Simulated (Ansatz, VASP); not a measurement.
# BiS in VASP and in Ansatz

```xyz
2
Lattice="0.0000 3.1575 3.1575 3.1575 0.0000 3.1575 3.1575 3.1575 0.0000" Properties=species:S:1:pos:R:3 pbc="T T T"
Bi    0.0000    0.0000    0.0000
S     1.5788    1.5788    1.5788
```

Alike in both runs: task single point; functional PBEsol; k mesh 8 × 8 × 8; occupations gaussian, width 0.05 eV; no spin polarisation.

|  | VASP | Ansatz |
| --- | --- | --- |
| version | VASP 6.6.1 | Ansatz 0.2.0 |
| potentials or method | VASP PAW PBE potentials, release 64 (Bi_d, S), cutoff 520 eV | scalar-relativistic, plane waves, PAW |
| valence electrons in the cell | 21 | 21 |

|  | VASP | Ansatz | Ansatz less VASP |
| --- | --- | --- | --- |
| gap on the k mesh at the Fermi level (eV) | none | none | - |
| pressure (GPa) | 2.7 | 2.7 | 0.00 |

VASP's potentials were made for PBE, not for PBEsol. A gap of «none» marks a metal or a gap that the smearing closes.

Neither program's run includes spin-orbit coupling.
